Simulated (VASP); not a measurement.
Wanted: the native input for a VASP 6.6.1 run.

- Task: relaxation of cell and atoms
- Functional: PBE
- Potentials or basis: VASP PAW PBE potentials, release 64 (Ho_3, Sb, N), 4f in core
- Cutoff: 600 eV
- k mesh: 4 × 4 × 2
- Occupations: gaussian, width 0.2 eV
- Spin: no spin polarisation
- Dipole correction: no
- Further INCAR settings: ALGO = Normal; EDIFF = 1e-07; IBRION = 2; EDIFFG = -0.08; NSW = 36; ISIF = 3

The structure of Ho2Sb2N lies in POSCAR:

```
Ho2Sb2N
1.0
    4.3416048300      0.0000000000      0.0000000000
   -2.1708024100      3.7599400700      0.0000000000
    0.0000000000      0.0000000000      8.4898975500
Ho Sb N
2 2 1
Direct
    0.0000000000      0.0000000000      0.7055339800
    0.0000000000      0.0000000000      0.2944660200
    0.6666666700      0.3333333300      0.5000000000
    0.3333333300      0.6666666700      0.0000000000
    0.6666666700      0.3333333300      0.0000000000
```

The cell was generated, and may not be a known phase.

One way to write it, as run:

INCAR

```
PREC = Accurate ; ENCUT = 600
EDIFF = 1E-7 ; ISMEAR = 0
SIGMA = 0.2 ; LREAL = F
LASPH = T ; NELM = 200
ALGO = Normal ; ISIF = 3
LWAVE = F ; LCHARG = F
GGA = PE ; IBRION = 2
NSW = 36 ; EDIFFG = -0.08
GGA_COMPAT = F ; NELMIN = 4
LMAXMIX = 6
```

KPOINTS

```
Automatic mesh
0
Gamma
  4 4 2
```

Potentials or basis: VASP PAW PBE potentials, release 64 (Ho_3, Sb, N), 4f in core.

The run is started by

```bash
$ cat potpaw_PBE.64/Ho_3/POTCAR potpaw_PBE.64/Sb/POTCAR potpaw_PBE.64/N/POTCAR > POTCAR
$ mpirun -np 1 vasp_std > vasp.out
```

Results of the run:

- Relaxed volume: 23.30 Å³/atom
- Relaxed cell: a = 4.157 Å, b = 4.157 Å, c = 7.784 Å, α = 90.00°, β = 90.00°, γ = 120.00°
- Space group after relaxing (to 0.1 Å): P-6m2 (No. 187)
- Energy gained by relaxing: 266.6 meV/atom
- Ionic steps: 9
- Pressure after relaxing: -0.2 GPa
- Largest force after relaxing: 0.033 eV/Å
- Band gap on the k mesh: zero (an odd number of electrons rules out a gap without spin polarisation)

Caveat: the k points lie up to 0.44 Å⁻¹ apart in the final cell, too coarse for converged energies and pressures of a metal; the volume moved by over 15 % at a fixed basis, so the end points are rough; spin-orbit coupling is left out, which moves the levels of the heavy elements; the 4f electrons are frozen in the core, so they carry no moment and show no levels; an odd number of electrons without spin polarisation forces a metal; a magnetic or distorted state may lie lower; the run has no spin polarisation, though such a crystal can be magnetic; the relaxation stopped at a loose force limit of 0.08 eV/Å, so its end isn't a converged minimum.

Run time: 3.5 min on 1 thread of Intel(R) Xeon(R) 6975P-C (Granite Rapids), on a shared host, peak memory 0.31 GiB.
